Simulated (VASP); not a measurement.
# Fe2O (antifluorite type) (Fm-3m) in VASP: notebook

Runs on Fe2O (antifluorite type). Level: PBE. Tasks: single point.

All numbers are computed with VASP 6.6.1; they aren't measurements. Logs are shortened: lines on timing, memory, paths and dates and some standing lists are left out, and cuts for length are marked.

### Step 1. The cell of the first run

It takes space group Fm-3m (No. 225, cubic). The conventional cell has a = 4.931 Å, b = 4.931 Å, c = 4.931 Å, α = 90.00°, β = 90.00°, γ = 90.00°. Fe (site symmetry -43m) has 4 O at 2.14 Å and 6 Fe at 2.47 Å within 2.8 Å. O (site symmetry m-3m) has 8 Fe at 2.14 Å within 2.8 Å.

### Step 2. Single point, PBE

File INCAR:

```
PREC     = Accurate       # precision mode
ENCUT    = 520            # plane-wave cutoff, eV
EDIFF    = 1E-6           # SCF threshold, eV
ISMEAR   = -1             # smearing method
SIGMA    = 0.06122561905347299 # smearing width, eV
LREAL    = False          # projectors in reciprocal space
LASPH    = True           # aspherical terms in the spheres
NELM     = 100            # most SCF steps
ALGO     = Normal         # electronic algorithm
ISIF     = 2              # what is computed and relaxed
LWAVE    = False          # write WAVECAR
LCHARG   = False          # write CHGCAR
GGA      = PE             # functional
NBANDS   = 18             # bands
```

File KPOINTS:

```
Automatic mesh
0
Gamma
  38 38 38
```

File POSCAR:

```
Fe2O
1.0
    0.0000000000      2.4657133161      2.4657133161
    2.4657133161      0.0000000000      2.4657133161
    2.4657133161      2.4657133161      0.0000000000
Fe O
2 1
Direct
    0.2500000000      0.2500000000      0.2500000000
    0.7500000000      0.7500000000      0.7500000000
    0.0000000000      0.0000000000      0.0000000000
```

Potentials or basis: VASP PAW PBE potentials, release 64 (Fe, O).

Started as:

```console
$ cat potpaw_PBE.64/Fe/POTCAR potpaw_PBE.64/O/POTCAR > POTCAR
$ mpirun -np 1 vasp_std > vasp.out
```

OUTCAR:

```text
PREC = Accurate
   ENCUT = 520
   EDIFF = 1E-6
   ISMEAR = -1
   LREAL = False
   LASPH = True
   NELM = 100
   ISIF = 2
   GGA = PE

 ion  position               nearest neighbor table
   1  0.250  0.250  0.250-   3 2.14   3 2.14   3 2.14   3 2.14   2 2.47   2 2.47   2 2.47   2 2.47
                             2 2.47   2 2.47
   2  0.750  0.750  0.750-   3 2.14   3 2.14   3 2.14   3 2.14   1 2.47   1 2.47   1 2.47   1 2.47
                             1 2.47   1 2.47
   3  0.000  0.000  0.000-   2 2.14   2 2.14   2 2.14   1 2.14   1 2.14   1 2.14   2 2.14   1 2.14

  LATTYP: Found a face centered cubic cell.
 ALAT       =     4.9314266322

  Lattice vectors:

 A1 = (   0.0000000000,   2.4657133161,   2.4657133161)
 A2 = (   2.4657133161,   0.0000000000,   2.4657133161)
 A3 = (   2.4657133161,   2.4657133161,   0.0000000000)

Analysis of symmetry for initial positions (statically):
=====================================================================
 Subroutine PRICEL returns:
 Original cell was already a primitive cell.

 Routine SETGRP: Setting up the symmetry group for a
 face centered cubic supercell.

 Subroutine GETGRP returns: Found 48 space group operations
 (whereof 48 operations were pure point group operations)
 out of a pool of 48 trial point group operations.

The static configuration has the point symmetry O_h .

Analysis of symmetry for dynamics (positions and initial velocities):
=====================================================================
 Subroutine PRICEL returns:
 Original cell was already a primitive cell.

 Routine SETGRP: Setting up the symmetry group for a
 face centered cubic supercell.

 Subroutine GETGRP returns: Found 48 space group operations
 (whereof 48 operations were pure point group operations)
 out of a pool of 48 trial point group operations.

The dynamic configuration has the point symmetry O_h .

 Subroutine INISYM returns: Found 48 space group operations
 (whereof 48 operations are pure point group operations),
 and found     1 'primitive' translations

----------------------------------------------------------------------------------------

                                     Primitive cell

  volume of cell :      29.9818

  direct lattice vectors                    reciprocal lattice vectors
     0.000000000  2.465713316  2.465713316    -0.202781076  0.202781076  0.202781076
     2.465713316  0.000000000  2.465713316     0.202781076 -0.202781076  0.202781076
     2.465713316  2.465713316  0.000000000     0.202781076  0.202781076 -0.202781076

  length of vectors
     3.487045213  3.487045213  3.487045213     0.351227127  0.351227127  0.351227127

  position of ions in fractional coordinates (direct lattice)
     0.250000000  0.250000000  0.250000000
     0.750000000  0.750000000  0.750000000
     0.000000000  0.000000000  0.000000000

  ion indices of the primitive-cell ions
   primitive index   ion index
                 1           1
                 2           2
                 3           3

----------------------------------------------------------------------------------------

 KPOINTS: Automatic mesh

Automatic generation of k-mesh.
 Grid dimensions read from file:
 generate k-points for:   38   38   38

 Generating k-lattice:

  Cartesian coordinates                     Fractional coordinates (reciprocal lattice)
    -0.005336344  0.005336344  0.005336344     0.026315789  0.000000000  0.000000000
     0.005336344 -0.005336344  0.005336344     0.000000000  0.026315789  0.000000000
     0.005336344  0.005336344 -0.005336344     0.000000000  0.000000000  0.026315789

  Length of vectors
     0.009242819  0.009242819  0.009242819

  Shift w.r.t. Gamma in fractional coordinates (k-lattice)
     0.000000000  0.000000000  0.000000000

 Subroutine IBZKPT returns following result:
 ===========================================

 Found   1440 irreducible k-points:

 Following reciprocal coordinates:
            Coordinates               Weight
  0.000000  0.000000  0.000000      1.000000
  0.026316  0.000000  0.000000      8.000000
  0.052632  0.000000  0.000000      8.000000
  0.078947  0.000000  0.000000      8.000000
  0.105263  0.000000  0.000000      8.000000
  0.131579  0.000000  0.000000      8.000000
[... 16 lines left out ...]
  0.078947  0.026316  0.000000     24.000000
  0.105263  0.026316  0.000000     24.000000
 [... further k-points ...]
   k-points           NKPTS =   1440   k-points in BZ     NKDIM =   1440   number of bands    NBANDS=     18
   number of dos      NEDOS =    301   number of ions     NIONS =      3
   total plane-waves  NPLWV =  21952
   dimension x,y,z NGX =    28 NGY =   28 NGZ =   28
   dimension x,y,z NGXF=    56 NGYF=   56 NGZF=   56
   ions per type =               2   1
   NGX,Y,Z   is equivalent  to a cutoff of  13.35, 13.35, 13.35 a.u.
   NGXF,Y,Z  is equivalent  to a cutoff of  26.70, 26.70, 26.70 a.u.
 SYSTEM =  unknown system
   PREC   = accura    normal or accurate (medium, high low for compatibility)
   ISTART =      0    job   : 0-new  1-cont  2-samecut
   ICHARG =      2    charge: 1-file 2-atom 10-const
   ISPIN  =      1    spin polarized calculation?
   LNONCOLLINEAR =      F non collinear calculations
   LSORBIT =      F    spin-orbit coupling
   LASPH  =      T    aspherical Exc in radial PAW
   ENCUT  =  520.0 eV  38.22 Ry    6.18 a.u.   6.48  6.48  6.48*2*pi/ulx,y,z
   NELM   =    100;   NELMIN=  2; NELMDL= -5     # of ELM steps
   EDIFF  = 0.1E-05   stopping-criterion for ELM
   LREAL  =      F    real-space projection
   EDIFFG = 0.1E-04   stopping-criterion for IOM
   NSW    =      0    number of steps for IOM
   IBRION =     -1    ionic relax: 0-MD 1-quasi-New 2-CG
   NFREE  =      0    steps in history (QN), initial steepest desc. (CG)
   ISIF   =      2    stress and relaxation
   ISYM   =      2    0-nonsym 1-usesym 2-fastsym
   POTIM  = 0.5000    time-step for ionic-motion
   TEBEG  =    0.0;   TEEND  =   0.0 temperature during run
   PSTRESS=    0.0 pullay stress
   NELECT =      22.0000    total number of electrons
   NUPDOWN=      -1.0000    fix difference up-down
   EMIN   =  10.00;   EMAX   =-10.00  energy-range for DOS
   EFERMI =   0.00;   METHOD = LEGACY
   ISMEAR =    -1;   SIGMA  =   0.06  broadening in eV -4-tet -1-fermi 0-gaus
   EFERMI_NEDOS =   21; number of points for ismear=-14 and -15
   IALGO  =     38    algorithm
   IMIX   =      4    mixing-type and parameters
     AMIX     =   0.40;   BMIX     =  1.00
     AMIX_MAG =   1.60;   BMIX_MAG =  1.00
  volume/ion in A,a.u.               =       9.99        67.44
  Fermi-wavevector in a.u.,A,eV,Ry     =   1.476601  2.790371 29.665468  2.180350
  Thomas-Fermi vector in A             =   2.591108
   LORBIT       =      0    0 simple, 1 ext, 2 COOP (PROOUT), +10 PAW based schemes
   GGA     = PE    functional components
   LHFCALC =     F    Hartree Fock is set to
   AEXX    =    0.0000 exact exchange contribution
   IVDW    =     0    specifies the selected vdW correction
   LEPSILON=     F    determine dielectric tensor
   LRPA    =     F    only Hartree local field effects (RPA)
 non-spin polarized calculation
  energy-cutoff  :      520.00
  volume of cell :       29.98
 maximum number of plane-waves:       869
 NGX is ok and might be reduce to    28
   NGX = 13   NGY = 13   NGZ = 13

 number of electron      21.9999998 magnetization

 Free energy of the ion-electron system (eV)
  ---------------------------------------------------
  ext. energy  EPLUGINS =         0.00000000
  ---------------------------------------------------
  free energy    TOTEN  =       -19.80864014 eV

  energy without entropy =      -19.73308318  energy(sigma->0) =      -19.77086166

 E-fermi :   6.4839     XC(G=0): -12.8164

 val. band max:        6.4837947539   @ k =   0.4211   0.3158   0.1053
 cond. band min:       6.4842607881   @ k =  -0.3158   0.3947   0.1316
 fundamental gap:      0.0004660342
 Fermi energy:         6.4839277851

 k-point     1 :       0.0000    0.0000    0.0000
  band No.  band energies     occupation
      1     -14.8154      2.00000
      2      -0.9738      2.00000
      3      -0.9738      2.00000
      4      -0.9738      2.00000
      5       3.2055      2.00000
      6       3.2628      2.00000
[... 10 lines left out ...]
     17      15.5898      0.00000
     18      15.5898      0.00000

 k-point     2 :       0.0263    0.0000    0.0000
  band No.  band energies     occupation
      1     -14.8126      2.00000
      2      -0.9873      2.00000
      3      -0.9712      2.00000
      4      -0.9712      2.00000
      5       3.2370      2.00000
      6       3.2678      2.00000
[... 10 lines left out ...]
     17      15.6073      0.00000
     18      15.6073      0.00000

 k-point     3 :       0.0526    0.0000    0.0000
  band No.  band energies     occupation
      1     -14.8051      2.00000
      2      -1.0260      2.00000
      3      -0.9633      2.00000
      4      -0.9633      2.00000
      5       3.2828      2.00000
      6       3.2828      2.00000
[... 10 lines left out ...]
     17      15.6589      0.00000
     18      15.6589      0.00000

 k-point     4 :       0.0789    0.0000    0.0000
  band No.  band energies     occupation
      1     -14.7928      2.00000
      2      -1.0856      2.00000
      3      -0.9504      2.00000
      4      -0.9504      2.00000
      5       3.3078      2.00000
      6       3.3078      2.00000
[... 375 lines left out ...]
      4      -0.9618      2.00000
      5       3.2751      2.00000
      6       3.2866      2.00000
[... 10 lines left out ...]
     17      15.5791      0.00000
     18      15.6674      0.00000

 k-point    23 :       0.0789    0.0263    0.0000
  band No.  band energies     occupation
      1     -14.7953      2.00000
      2      -1.0776      2.00000
      3      -0.9529      2.00000
      4      -0.9495      2.00000
      5       3.2938      2.00000
      6       3.3112      2.00000
[... 10 lines left out ...]
     17      15.6163      0.00000
     18      15.7762      0.00000

 k-point    24 :       0.1053    0.0263    0.0000
  band No.  band energies     occupation
      1     -14.7801      2.00000
      2      -1.1466      2.00000
      3      -0.9382      2.00000
      4      -0.9324      2.00000
      5       3.3225      2.00000
      6       3.3455      2.00000
[... 10 lines left out ...]
     17      15.6842      0.00000
     18      15.9114      0.00000

 [... further k-points ...]

------------------------ aborting loop because EDIFF is reached ----------------------------------------

  FORCE on cell =-STRESS in cart. coord.  units (eV):
  Direction    XX          YY          ZZ          XY          YZ          ZX
  --------------------------------------------------------------------------------------
  -------------------------------------------------------------------------------------
  Total       -0.6547777     -0.6547777     -0.6547777      0.0000000      0.0000000      0.0000000
  in kB      -34.9902229    -34.9902229    -34.9902229      0.0000000      0.0000000      0.0000000
  external PRESSURE =     -34.9902229 kB  Pullay stress =       0.0000000 kB

 VOLUME and BASIS-vectors are now :
 -----------------------------------------------------------------------------
  energy-cutoff  :      520.00
  volume of cell :       29.98
      direct lattice vectors                 reciprocal lattice vectors
     0.000000000  2.465713316  2.465713316    -0.202781076  0.202781076  0.202781076
     2.465713316  0.000000000  2.465713316     0.202781076 -0.202781076  0.202781076
     2.465713316  2.465713316  0.000000000     0.202781076  0.202781076 -0.202781076

 POSITION                                       TOTAL-FORCE (eV/Angst)
 -----------------------------------------------------------------------------------
      1.23286      1.23286      1.23286        -0.000000     -0.000000     -0.000000
      3.69857      3.69857      3.69857         0.000000      0.000000      0.000000
      0.00000      0.00000      0.00000         0.000000      0.000000      0.000000
 -----------------------------------------------------------------------------------
    total drift:                                0.000000      0.000000      0.000000

  FREE ENERGIE OF THE ION-ELECTRON SYSTEM (eV)
  ---------------------------------------------------
  free  energy   TOTEN  =       -19.8086401396 eV

  energy  without entropy=      -19.7330831828  energy(sigma->0) =      -19.77086166
```

Wall time 5.5 min (1 thread of Intel Xeon 6975P-C (Granite Rapids), shared host); peak memory 0.8 GiB.

What came out:

* Free energy: -19.8086 eV
* Pressure: -3.5 GPa
* Band gap on the k mesh: zero (bands 11 and 12 overlap by 1.04 eV)

Caveat: the cell stands under tension; the run has no spin polarisation, though such a crystal can be magnetic.

(Continued in part 2 of 3.)
